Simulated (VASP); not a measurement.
# BN (P6_3/mmc) in VASP: further runs

BN is run at these levels: PBE, B3LYP, HSE06; tasks: single point.

Program: VASP 6.6.1. These are calculated values, not measurements. Logs are shortened: lines on timing, memory, paths and dates and some standing lists are left out, and cuts for length are marked.

### 1 The cell of the first run

It takes space group P6_3/mmc (No. 194, hexagonal). The conventional cell has a = 2.498 Å, b = 2.498 Å, c = 6.636 Å, α = 90.00°, β = 90.00°, γ = 120.00°. B (site symmetry -6m2) has 3 N at 1.44 Å within 1.9 Å. Within 1.9 Å of N (site symmetry -6m2) lie 3 B at 1.44 Å.

### 2 Single point, PBE

Input file INCAR:

```
SYSTEM = BN
PREC = Accurate
ENCUT = 520
EDIFF = 1E-7
ISMEAR = 0
SIGMA = 0.01
LREAL = .FALSE.
LASPH = .TRUE.
NELM = 60
ALGO = Normal
ISIF = 2
LWAVE = .FALSE.
LCHARG = .FALSE.
GGA = PE
NBANDS = 16
```

Input file KPOINTS:

```
Automatic mesh
0
G
  5 5 2
  0 0 0
```

Input file POSCAR:

```
BN
1.0
    2.4982400000      0.0000000000      0.0000000000
   -1.2491200000      2.1635400000      0.0000000000
    0.0000000000      0.0000000000      6.6357000000
B N
2 2
Direct
    0.3333333333      0.6666666667      0.2500000000
    0.6666666667      0.3333333333      0.7500000000
    0.3333333333      0.6666666667      0.7500000000
    0.6666666667      0.3333333333      0.2500000000
```

Potentials or basis: VASP PAW PBE potentials, release 64 (B, N).

The run is started by

```
> cat potpaw_PBE.64/B/POTCAR potpaw_PBE.64/N/POTCAR > POTCAR
> mpirun -np 1 vasp_std > vasp.out
```

OUTCAR:

```text
SYSTEM = BN
   PREC = Accurate
   ENCUT = 520
   EDIFF = 1E-7
   ISMEAR = 0
   LREAL = .FALSE.
   LASPH = .TRUE.
   NELM = 60
   ISIF = 2
   GGA = PE

 ion  position               nearest neighbor table
   1  0.333  0.667  0.250-   4 1.44   4 1.44   4 1.44
   2  0.667  0.333  0.750-   3 1.44   3 1.44   3 1.44
   3  0.333  0.667  0.750-   2 1.44   2 1.44   2 1.44
   4  0.667  0.333  0.250-   1 1.44   1 1.44   1 1.44

  LATTYP: Found a hexagonal cell.
 ALAT       =     2.4982400000
 C/A-ratio  =     2.6561499296

  Lattice vectors:

 A1 = (   2.4982400000,   0.0000000000,   0.0000000000)
 A2 = (  -1.2491200000,   2.1635400000,   0.0000000000)
 A3 = (   0.0000000000,   0.0000000000,   6.6357000000)

Analysis of symmetry for initial positions (statically):
=====================================================================
 Subroutine PRICEL returns:
 Original cell was already a primitive cell.

 Routine SETGRP: Setting up the symmetry group for a
 hexagonal supercell.

 Subroutine GETGRP returns: Found 24 space group operations
 (whereof 12 operations were pure point group operations)
 out of a pool of 24 trial point group operations.

The static configuration has the point symmetry D_3d.
 The point group associated with its full space group is D_6h.

Analysis of symmetry for dynamics (positions and initial velocities):
=====================================================================
 Subroutine PRICEL returns:
 Original cell was already a primitive cell.

 Routine SETGRP: Setting up the symmetry group for a
 hexagonal supercell.

 Subroutine GETGRP returns: Found 24 space group operations
 (whereof 12 operations were pure point group operations)
 out of a pool of 24 trial point group operations.

The dynamic configuration has the point symmetry D_3d.
 The point group associated with its full space group is D_6h.

 Subroutine INISYM returns: Found 24 space group operations
 (whereof 12 operations are pure point group operations),
 and found     1 'primitive' translations

----------------------------------------------------------------------------------------

                                     Primitive cell

  volume of cell :      35.8662

  direct lattice vectors                    reciprocal lattice vectors
     2.498240000  0.000000000  0.000000000     0.400281798  0.231102730  0.000000000
    -1.249120000  2.163540000  0.000000000     0.000000000  0.462205460  0.000000000
[... 76 lines left out ...]
   EDIFFG = 0.1E-05   stopping-criterion for IOM
   NSW    =      0    number of steps for IOM
   IBRION =     -1    ionic relax: 0-MD 1-quasi-New 2-CG
   NFREE  =      0    steps in history (QN), initial steepest desc. (CG)
   ISIF   =      2    stress and relaxation
   ISYM   =      2    0-nonsym 1-usesym 2-fastsym
   POTIM  = 0.5000    time-step for ionic-motion
   TEBEG  =    0.0;   TEEND  =   0.0 temperature during run
   PSTRESS=    0.0 pullay stress
   NELECT =      16.0000    total number of electrons
   NUPDOWN=      -1.0000    fix difference up-down
   EMIN   =  10.00;   EMAX   =-10.00  energy-range for DOS
   EFERMI =   0.00;   METHOD = LEGACY
   ISMEAR =     0;   SIGMA  =   0.01  broadening in eV -4-tet -1-fermi 0-gaus
   EFERMI_NEDOS =   21; number of points for ismear=-14 and -15
   IALGO  =     38    algorithm
   IMIX   =      4    mixing-type and parameters
     AMIX     =   0.40;   BMIX     =  1.00
     AMIX_MAG =   1.60;   BMIX_MAG =  1.00
  volume/ion in A,a.u.               =       8.97        60.51
  Fermi-wavevector in a.u.,A,eV,Ry     =   1.250891  2.363842 21.289429  1.564729
  Thomas-Fermi vector in A             =   2.384864
   LORBIT       =      0    0 simple, 1 ext, 2 COOP (PROOUT), +10 PAW based schemes
   GGA     = PE    functional components
   LHFCALC =     F    Hartree Fock is set to
   AEXX    =    0.0000 exact exchange contribution
   IVDW    =     0    specifies the selected vdW correction
   LEPSILON=     F    determine dielectric tensor
   LRPA    =     F    only Hartree local field effects (RPA)
 non-spin polarized calculation
 Gauss-broadening in eV      SIGMA  =   0.01
  energy-cutoff  :      520.00
  volume of cell :       35.87
 maximum number of plane-waves:       985
 NGX is ok and might be reduce to    20
   NGX =  9   NGY =  9   NGZ = 25

 number of electron      15.9999997 magnetization

 Free energy of the ion-electron system (eV)
  ---------------------------------------------------
  ext. energy  EPLUGINS =         0.00000000
  ---------------------------------------------------
  free energy    TOTEN  =       -35.13232505 eV

  energy without entropy =      -35.13232505  energy(sigma->0) =      -35.13232505

 E-fermi :   2.3237     XC(G=0): -10.0873

 val. band max:        2.2316696634   @ k =   0.4000   0.2000   0.0000
 cond. band min:       6.9127550137   @ k =   0.4000   0.2000   0.0000
 fundamental gap:      4.6810853502
 Fermi energy:         2.3237476056

 k-point     1 :       0.0000    0.0000    0.0000
  band No.  band energies     occupation
      1     -15.5270      2.00000
      2     -15.2315      2.00000
      3      -3.9390      2.00000
      4      -1.8097      2.00000
      5       0.9921      2.00000
      6       0.9921      2.00000
[... 167 lines left out ...]
      3      -6.1373      2.00000
      4      -6.1373      2.00000
      5      -3.6070      2.00000
      6      -3.6070      2.00000
[... 8 lines left out ...]
     15      18.7224      0.00000
     16      18.7224      0.00000

------------------------ aborting loop because EDIFF is reached ----------------------------------------

  FORCE on cell =-STRESS in cart. coord.  units (eV):
  Direction    XX          YY          ZZ          XY          YZ          ZX
  --------------------------------------------------------------------------------------
  -------------------------------------------------------------------------------------
  Total        1.4286624      1.4286633      0.6277058      0.0000000      0.0000000      0.0000000
  in kB       63.8196436     63.8196846     28.0401869      0.0000000      0.0000000      0.0000000
  external PRESSURE =      51.8931717 kB  Pullay stress =       0.0000000 kB

 VOLUME and BASIS-vectors are now :
 -----------------------------------------------------------------------------
  energy-cutoff  :      520.00
  volume of cell :       35.87
      direct lattice vectors                 reciprocal lattice vectors
     2.498240000  0.000000000  0.000000000     0.400281798  0.231102730  0.000000000
    -1.249120000  2.163540000  0.000000000     0.000000000  0.462205460  0.000000000
     0.000000000  0.000000000  6.635700000     0.000000000  0.000000000  0.150700002

 POSITION                                       TOTAL-FORCE (eV/Angst)
 -----------------------------------------------------------------------------------
     -0.00000      1.44236      1.65892        -0.000000     -0.000000      0.000000
      1.24912      0.72118      4.97677        -0.000000      0.000000      0.000000
     -0.00000      1.44236      4.97677        -0.000000     -0.000000      0.000000
      1.24912      0.72118      1.65892         0.000000      0.000000      0.000000
 -----------------------------------------------------------------------------------
    total drift:                               -0.000000      0.000000      0.000000

  FREE ENERGIE OF THE ION-ELECTRON SYSTEM (eV)
  ---------------------------------------------------
  free  energy   TOTEN  =       -35.1323250548 eV

  energy  without entropy=      -35.1323250548  energy(sigma->0) =      -35.13232505
```

OSZICAR:

```text
N       E                     dE             d eps       ncg     rms          rms(c)
DAV:   1     0.451507339165E+02    0.45151E+02   -0.80898E+03   320   0.930E+02
DAV:   2    -0.357656801521E+02   -0.80916E+02   -0.74112E+02   432   0.215E+02
DAV:   3    -0.387284021491E+02   -0.29627E+01   -0.29549E+01   448   0.416E+01
DAV:   4    -0.387477755089E+02   -0.19373E-01   -0.19373E-01   360   0.362E+00
DAV:   5    -0.387479560779E+02   -0.18057E-03   -0.18055E-03   448   0.336E-01    0.113E+01
DAV:   6    -0.354964105828E+02    0.32515E+01   -0.52328E+00   408   0.176E+01    0.510E+00
DAV:   7    -0.352102499890E+02    0.28616E+00   -0.60756E-01   408   0.563E+00    0.318E+00
DAV:   8    -0.351358105286E+02    0.74439E-01   -0.23198E-01   384   0.325E+00    0.470E-01
DAV:   9    -0.351312845172E+02    0.45260E-02   -0.15500E-02   360   0.101E+00    0.194E-01
DAV:  10    -0.351322205866E+02   -0.93607E-03   -0.14626E-03   376   0.283E-01    0.384E-02
DAV:  11    -0.351323105674E+02   -0.89981E-04   -0.11185E-04   376   0.852E-02    0.243E-02
DAV:  12    -0.351323247613E+02   -0.14194E-04   -0.32485E-05   328   0.403E-02    0.322E-03
DAV:  13    -0.351323249369E+02   -0.17555E-06   -0.62092E-07   448   0.628E-03    0.117E-03
DAV:  14    -0.351323250528E+02   -0.11593E-06   -0.15002E-07   328   0.263E-03    0.180E-04
DAV:  15    -0.351323250548E+02   -0.19945E-08   -0.53807E-09   192   0.544E-04
   1 F= -.35132325E+02 E0= -.35132325E+02  d E =-.102238E-39
```

It took 7.8 s on 1 thread of AMD EPYC 7R13 (Zen 3), shared host; peak memory 0.11 GiB.

What came out:

```yaml
Free_energy: -35.1323 eV
Pressure: 5.2 GPa
Band_gap_on_the_k_mesh: 4.68 eV
```

Levels at points of the mesh, in eV from the valence-band top:
```
           k point  band 4  band 5  band 6  band 7  band 8  band 9  band 10  band 11  band 12  band 13
(0.00, 0.00, 0.00)   -4.04   -1.24   -1.24   -1.20   -1.20    5.34    10.43    11.69    11.69    11.81
(0.00, 0.00, 0.50)   -5.23   -1.22   -1.22   -1.22   -1.22    7.72     7.72    11.75    11.75    11.75
```

Caveat: the k points lie up to 0.58 Å⁻¹ apart; an odd mesh through Γ misses points on the zone boundary, where band edges can lie; this functional lacks dispersion, which binds the layers, so the pressure and a relaxed spacing across them are unreliable.

### 3 Single point, B3LYP

POSCAR is that of step 2.

Input file INCAR.step1:

```
PREC = Accurate
ENCUT = 520
EDIFF = 1E-5
ISMEAR = 0
SIGMA = 0.01
LREAL = F
LASPH = T
NELM = 100
ALGO = Normal
ISIF = 2
LWAVE = T
LCHARG = F
GGA = PE
NBANDS = 16
```

Input file INCAR.step2:

```
PREC = Accurate
ENCUT = 520
EDIFF = 1E-6
ISMEAR = 0
SIGMA = 0.01
LREAL = F
LASPH = T
NELM = 100
ALGO = Normal
ISIF = 2
LWAVE = F
LCHARG = F
GGA = B3
LHFCALC = T
AEXX = 0.2
AGGAX = 0.72
AGGAC = 0.81
ALDAC = 0.19
PRECFOCK = Normal
ISTART = 1
NBANDS = 16
```

Input file KPOINTS:

```
Automatic mesh
0
Gamma
  5 5 2
```

Potentials or basis: VASP PAW PBE potentials, release 64 (B, N).

The run is started by

```
> cat potpaw_PBE.64/B/POTCAR potpaw_PBE.64/N/POTCAR > POTCAR
> cp INCAR.step1 INCAR
> mpirun -np 1 vasp_std > vasp.out
> cp INCAR.step2 INCAR
> mpirun -np 1 vasp_std > vasp.out
```

It took 2.8 min on 1 thread of AMD EPYC 7R13 (Zen 3), shared host; peak memory 0.12 GiB.

Results (log left out):

| Item | Value |
| --- | --- |
| Free energy | -40.1280 eV |
| Pressure | 2.1 GPa |
| Band gap on the k mesh | 6.49 eV |

Stress tensor (GPa, compression positive):
```
1.34 0.00 0.00
0.00 1.34 0.00
0.00 0.00 3.66
```

Levels at points of the mesh, in eV from the valence-band top:
```
           k point  band 6  band 7  band 8  band 9  band 10  band 11
(0.00, 0.00, 0.00)   -1.54   -1.50   -1.50    6.96    12.46    13.81
(0.00, 0.00, 0.50)   -1.52   -1.52   -1.52    9.49     9.49    13.88
```

Caveat: the k points lie up to 0.58 Å⁻¹ apart; the PAW data sets were made with another functional, which shifts forces and pressure a little; an odd mesh through Γ misses points on the zone boundary, where band edges can lie; this functional lacks dispersion, which binds the layers, so the pressure and a relaxed spacing across them are unreliable.

### 4 Single point, HSE06

POSCAR is that of step 3.

Input file INCAR.step1:

```
SYSTEM = BN
PREC = Accurate
ENCUT = 520
EDIFF = 1E-5
ISMEAR = 0
SIGMA = 0.01
LREAL = .False.
LASPH = .True.
NELM = 60
ALGO = Normal
ISIF = 2
LWAVE = .True.
LCHARG = .False.
GGA = PE
NBANDS = 16
```

Input file INCAR.step2:

```
SYSTEM = BN
PREC = Accurate
ENCUT = 520
EDIFF = 1E-7
ISMEAR = 0
SIGMA = 0.01
LREAL = .False.
LASPH = .True.
NELM = 60
ALGO = Normal
ISIF = 2
LWAVE = .False.
LCHARG = .False.
GGA = PE
LHFCALC = .True.
HFSCREEN = 0.2079
PRECFOCK = Normal
ISTART = 1
NBANDS = 16
```

Input file KPOINTS:

```
regular mesh
0
Gamma
  5 5 2
  0 0 0
```

The run is started by

```
> cat potpaw_PBE.64/B/POTCAR potpaw_PBE.64/N/POTCAR > POTCAR
> cp INCAR.step1 INCAR
> mpirun -np 1 vasp_std > vasp.out
> cp INCAR.step2 INCAR
> mpirun -np 1 vasp_std > vasp.out
```

Run time: 4.1 min. Hardware: 1 thread of AMD EPYC 7R13 (Zen 3), shared host; peak memory 0.22 GiB.

Results (log left out):

```yaml
Free_energy: -40.7703 eV
Pressure: 0.3 GPa
Band_gap_on_the_k_mesh: 6.08 eV
```

Stress tensor (GPa, compression positive):
```
-0.69  0.00  0.00
 0.00 -0.69  0.00
 0.00  0.00  2.24
```

Levels at points of the mesh, in eV from the valence-band top:
```tsv
k point	band 5	band 6	band 7	band 8	band 9	band 10	band 11	band 12
(0.00, 0.00, 0.00)	-1.47	-1.47	-1.43	-1.43	6.54	12.17	13.45	13.45
(0.00, 0.00, 0.50)	-1.45	-1.45	-1.45	-1.45	9.10	9.10	13.52	13.52
```

Caveat: the k points lie up to 0.58 Å⁻¹ apart; the PAW data sets were made with another functional, which shifts forces and pressure a little; an odd mesh through Γ misses points on the zone boundary, where band edges can lie; this functional lacks dispersion, which binds the layers, so the pressure and a relaxed spacing across them are unreliable.

### 5 Summary

| level | grid for exact exchange (PRECFOCK) | share of exact exchange | screening parameter | gap on the mesh (eV) | pressure (GPa) |
| --- | --- | --- | --- | --- | --- |
| PBE | - | - | - | 4.68 | 5.2 |
| B3LYP | Normal | 0.2 | - | 6.49 | 2.1 |
| HSE06 | Normal | 0.25 | 0.2079 1/Å | 6.08 | 0.3 |

Alike in all rows: task single point; potentials or basis VASP PAW PBE potentials, release 64 (B, N); no spin polarisation; cell as given; k mesh 5 × 5 × 2; cutoff (eV) 520; smearing gaussian 0.01 eV.

Caveats: all runs use coarse meshes; an odd mesh through Γ misses points on the zone boundary, where band edges can lie; this functional lacks dispersion, which binds the layers, so the pressure and a relaxed spacing across them are unreliable; the PAW data sets were made with another functional, which shifts forces and pressure a little (at least some runs).

Absolute energies hang on the potentials; compare differences alone.
